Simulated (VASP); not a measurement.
Wanted: the native input for a VASP 6.6.1 run.

* Task: electric field gradients
* Functional: PBE
* Potentials or basis: VASP PAW PBE potentials, release 64 (Nb_sv)
* Cutoff: 520 eV
* k mesh: 13 × 13 × 13
* Occupations: fermi-dirac, width 0.08 eV
* Spin: no spin polarisation
* Dipole correction: no
* Further INCAR settings: ALGO = Normal; EDIFF = 1e-08; NBANDS = 12

The structure of Nb lies in POSCAR:

```
Nb
1.0
    0.0000000000      2.1150000000      2.1150000000
    2.1150000000      0.0000000000      2.1150000000
    2.1150000000      2.1150000000      0.0000000000
Nb
1
Direct
    0.0000000000      0.0000000000      0.0000000000
```

One way to write it, as run:

INCAR

```
SYSTEM = Nb
  PREC = Accurate
  ENCUT = 520
  EDIFF = 1E-8
  ISMEAR = -1
  SIGMA = 0.08
  LREAL = .False.
  LASPH = .True.
  NELM = 60
  ALGO = Normal
  ISIF = 2
  LWAVE = .False.
  LCHARG = .False.
  GGA = PE
  LEFG = .True.
  NBANDS = 12
```

KPOINTS

```
regular mesh
0
Gamma
  13 13 13
  0 0 0
```

Potentials or basis: VASP PAW PBE potentials, release 64 (Nb_sv).

Run with:

```sh
$ cat potpaw_PBE.64/Nb_sv/POTCAR > POTCAR
$ mpirun -np 1 vasp_std > vasp.out
```

Results of the run:

* Pressure: -1.4 GPa

Caveat: without QUAD_EFG the Cq values of the log hold for a quadrupole moment of 1 mb, not for the nuclei.

Run time: 11 s on 1 thread of Intel Xeon 6975P-C (shared host), peak memory 0.15 GiB.
